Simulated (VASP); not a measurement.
# Os (P6_3/mmc) in VASP: a series of runs, part 2 of 2

VASP 6.6.1. Earlier steps stand in the parts before.

**3. Single point, r2SCAN (14.43 Å³/atom)**

This run uses another cell than the first one, of 14.43 Å³/atom.

Input file POSCAR:

```
Os
1.0
    2.7649301801      0.0000000000      0.0000000000
   -1.3824650900      2.3944997757      0.0000000000
    0.0000000000      0.0000000000      4.3604053374
Os
2
Direct
    0.3333333333      0.6666666667      0.2500000000
    0.6666666667      0.3333333333      0.7500000000
```

Input file INCAR.step1:

```
SYSTEM = Os
PREC     = Accurate       ! precision mode
ENCUT    = 520            ! plane-wave cutoff, eV
ISMEAR   = 0              ! smearing method
SIGMA    = 0.1            ! smearing width, eV
LREAL    = .FALSE.        ! projectors in reciprocal space
LASPH    = .TRUE.         ! aspherical terms in the spheres
NELM     = 100            ! most SCF steps
NBANDS   = 15             ! bands
GGA      = PE             ! functional
ALGO     = Normal         ! electronic algorithm
EDIFF    = 1E-4           ! SCF threshold, eV
LWAVE    = .TRUE.         ! write WAVECAR
LCHARG   = .FALSE.        ! write CHGCAR
```

Input file INCAR.step2:

```
SYSTEM = Os
PREC     = Accurate       ! precision mode
ENCUT    = 520            ! plane-wave cutoff, eV
EDIFF    = 1E-6           ! SCF threshold, eV
ISMEAR   = 0              ! smearing method
SIGMA    = 0.1            ! smearing width, eV
LREAL    = .FALSE.        ! projectors in reciprocal space
LASPH    = .TRUE.         ! aspherical terms in the spheres
NELM     = 100            ! most SCF steps
ALGO     = Normal         ! electronic algorithm
ISIF     = 2              ! what is computed and relaxed
LWAVE    = .FALSE.        ! write WAVECAR
LCHARG   = .TRUE.         ! write CHGCAR
METAGGA  = R2SCAN         ! meta-GGA
LMIXTAU  = .TRUE.       
LELF     = .TRUE.         ! ELF
LVHAR    = .TRUE.       
NBANDS   = 15             ! bands
ISTART   = 1
```

Input file KPOINTS:

```
regular mesh
0
G
  18 18 10
  0 0 0
```

Potentials or basis: VASP PAW PBE potentials, release 64 (Os).

On the command line:

```
$ cat potpaw_PBE.64/Os/POTCAR > POTCAR
$ cp INCAR.step1 INCAR
$ mpirun -np 1 vasp_std > vasp.out
$ cp INCAR.step2 INCAR
$ mpirun -np 1 vasp_std > vasp.out
```

Wall time 8.3 min (1 thread of Oxide Virtual Turin-like, shared host); peak memory 0.19 GiB.

It converged, with:

- Free energy: -105.9799 eV
- Pressure: -11.1 GPa
- Band gap on the k mesh: zero (bands 8 and 9 overlap by 3.88 eV)

Levels at points of the mesh, in eV from the Fermi level:
| k point | band 4 | band 5 | band 6 | band 7 | band 8 | band 9 | band 10 | band 11 | band 12 | band 13 |
| --- | --- | --- | --- | --- | --- | --- | --- | --- | --- | --- |
| (0.00, 0.00, 0.00) | -3.03 | -2.76 | -2.20 | -2.20 | -1.59 | -1.59 | 0.03 | 1.67 | 1.67 | 9.20 |
| (0.50, 0.00, 0.00) | -3.56 | -2.97 | -2.59 | -1.87 | 1.98 | 2.53 | 2.66 | 4.37 | 5.72 | 9.58 |
| (0.00, 0.00, 0.50) | -3.56 | -3.24 | -3.24 | -3.24 | -3.24 | 0.86 | 0.86 | 0.86 | 0.86 | 14.44 |
| (0.50, 0.00, 0.50) | -5.32 | -1.22 | -1.22 | -0.18 | -0.18 | 2.31 | 2.31 | 3.28 | 3.28 | 9.25 |

Caveat: the cell stands under tension; the PAW data sets were made with another functional, which shifts forces and pressure a little; spin-orbit coupling is left out, which moves the levels of the heavy elements.

**4. Single point, r2SCAN (14.85 Å³/atom)**

This run uses another cell than the first one, of 14.85 Å³/atom.

Input file POSCAR:

```
Os
1.0
    2.7931675974      0.0000000000      0.0000000000
   -1.3965837987      2.4189540964      0.0000000000
    0.0000000000      0.0000000000      4.3971355175
Os
2
Direct
    0.3333333333      0.6666666667      0.2500000000
    0.6666666667      0.3333333333      0.7500000000
```

Input file INCAR.step1:

```
PREC = Accurate ; ENCUT = 520
ISMEAR = 0 ; SIGMA = 0.1
LREAL = F ; LASPH = T
NELM = 60 ; NBANDS = 15
GGA = PE ; ALGO = Normal
EDIFF = 1E-4 ; LWAVE = T
LCHARG = F
```

Input file INCAR.step2:

```
PREC = Accurate ; ENCUT = 520
EDIFF = 1E-7 ; ISMEAR = 0
SIGMA = 0.1 ; LREAL = F
LASPH = T ; NELM = 60
ALGO = Normal ; ISIF = 2
LWAVE = F ; LCHARG = F
METAGGA = R2SCAN ; LMIXTAU = T
NBANDS = 15 ; ISTART = 1
```

Input file KPOINTS:

```
regular mesh
0
Gamma
  18 18 10
```

Potentials or basis: VASP PAW PBE potentials, release 64 (Os).

On the command line:

```
$ cat potpaw_PBE.64/Os/POTCAR > POTCAR
$ cp INCAR.step1 INCAR
$ mpirun -np 1 vasp_std > vasp.out
$ cp INCAR.step2 INCAR
$ mpirun -np 1 vasp_std > vasp.out
```

OUTCAR:

```text
PREC = Accurate
   ENCUT = 520
   EDIFF = 1E-7
   ISMEAR = 0
   LREAL = F
   LASPH = T
   NELM = 60
   ISIF = 2
   METAGGA = R2SCAN
   ISTART = 1

 ion  position               nearest neighbor table
   1  0.333  0.667  0.250-   2 2.73   2 2.73   2 2.73   2 2.73   2 2.73   2 2.73
   2  0.667  0.333  0.750-   1 2.73   1 2.73   1 2.73   1 2.73   1 2.73   1 2.73

  LATTYP: Found a hexagonal cell.
 ALAT       =     2.7931675974
 C/A-ratio  =     1.5742469308

  Lattice vectors:

 A1 = (   2.7931675974,   0.0000000000,   0.0000000000)
 A2 = (  -1.3965837987,   2.4189540964,   0.0000000000)
 A3 = (   0.0000000000,   0.0000000000,   4.3971355175)

Analysis of symmetry for initial positions (statically):
=====================================================================
 Subroutine PRICEL returns:
 Original cell was already a primitive cell.

 Routine SETGRP: Setting up the symmetry group for a
 hexagonal supercell.

 Subroutine GETGRP returns: Found 24 space group operations
 (whereof 12 operations were pure point group operations)
 out of a pool of 24 trial point group operations.

[... 178 lines left out ...]
      5       5.7483      2.00000
      6       6.2601      2.00000
      7       6.2601      2.00000
      8       6.8288      2.00000
      9       6.8288      2.00000
     10       8.4307      0.40516
     11       9.9640      0.00000
     12       9.9640      0.00000
     13      17.2522      0.00000
     14      23.1603      0.00000
[... 401 lines left out ...]
      2       1.8848      2.00000
      3       2.2789      2.00000
      4       4.8903      2.00000
      5       4.9019      2.00000
      6       5.8281      2.00000
      7       6.5383      2.00000
      8       9.8623      0.00000
      9      10.2508      0.00000
     10      10.7195      0.00000
     11      12.0563      0.00000
     12      15.0674      0.00000
     13      17.7788      0.00000
     14      18.9641      0.00000
     15      20.4543      0.00000

 [... further k-points ...]

------------------------ aborting loop because EDIFF is reached ----------------------------------------

  FORCE on cell =-STRESS in cart. coord.  units (eV):
  Direction    XX          YY          ZZ          XY          YZ          ZX
  --------------------------------------------------------------------------------------
  -------------------------------------------------------------------------------------
  Total       -3.9382585     -3.9382585     -3.9391264      0.0000000      0.0000000      0.0000000
  in kB     -212.3832829   -212.3832829   -212.4300874      0.0000000      0.0000000      0.0000000
  external PRESSURE =    -212.3988844 kB  Pullay stress =       0.0000000 kB

 VOLUME and BASIS-vectors are now :
 -----------------------------------------------------------------------------
  energy-cutoff  :      520.00
  volume of cell :       29.71
      direct lattice vectors                 reciprocal lattice vectors
     2.793167597  0.000000000  0.000000000     0.358016469  0.206700905  0.000000000
    -1.396583799  2.418954096  0.000000000     0.000000000  0.413401809  0.000000000
     0.000000000  0.000000000  4.397135517     0.000000000  0.000000000  0.227420782

 POSITION                                       TOTAL-FORCE (eV/Angst)
 -----------------------------------------------------------------------------------
     -0.00000      1.61264      1.09928        -0.000000      0.000000      0.000000
      1.39658      0.80632      3.29785         0.000000     -0.000000      0.000000
 -----------------------------------------------------------------------------------
    total drift:                               -0.000000      0.000000     -0.000000

  FREE ENERGIE OF THE ION-ELECTRON SYSTEM (eV)
  ---------------------------------------------------
  free  energy   TOTEN  =      -105.8947818944 eV

  energy  without entropy=     -105.8867168859  energy(sigma->0) =     -105.89074939
```

Wall time 13 min (1 thread of Oxide Virtual Turin-like, shared host); peak memory 0.19 GiB.

Results:

```
Free energy            : -105.8948 eV
Pressure               : -21.2 GPa
Band gap on the k mesh : zero (bands 8 and 9 overlap by 3.70 eV)
```

Caveat: the cell stands under tension; the PAW data sets were made with another functional, which shifts forces and pressure a little; spin-orbit coupling is left out, which moves the levels of the heavy elements.

**5. Overview**

| cell | gap on the mesh (eV) | pressure (GPa) |
| --- | --- | --- |
| a = 2.736, b = 2.736, c = 4.322 Å, angles 90.0, 90.0, 120.0°, 2 atoms | none | 1.0 |
| a = 2.765, b = 2.765, c = 4.360 Å, angles 90.0, 90.0, 120.0°, 2 atoms | none | -11.1 |
| a = 2.793, b = 2.793, c = 4.397 Å, angles 90.0, 90.0, 120.0°, 2 atoms | none | -21.2 |

Alike in all rows: task single point; level r2SCAN; potentials or basis VASP PAW PBE potentials, release 64 (Os); no spin polarisation; k mesh 18 × 18 × 10; cutoff (eV) 520; smearing gaussian 0.1 eV.

Caveats: the PAW data sets were made with another functional, which shifts forces and pressure a little; spin-orbit coupling is left out, which moves the levels of the heavy elements; the cell stands under tension (at least some runs).

Absolute energies hang on the potentials; compare differences alone.
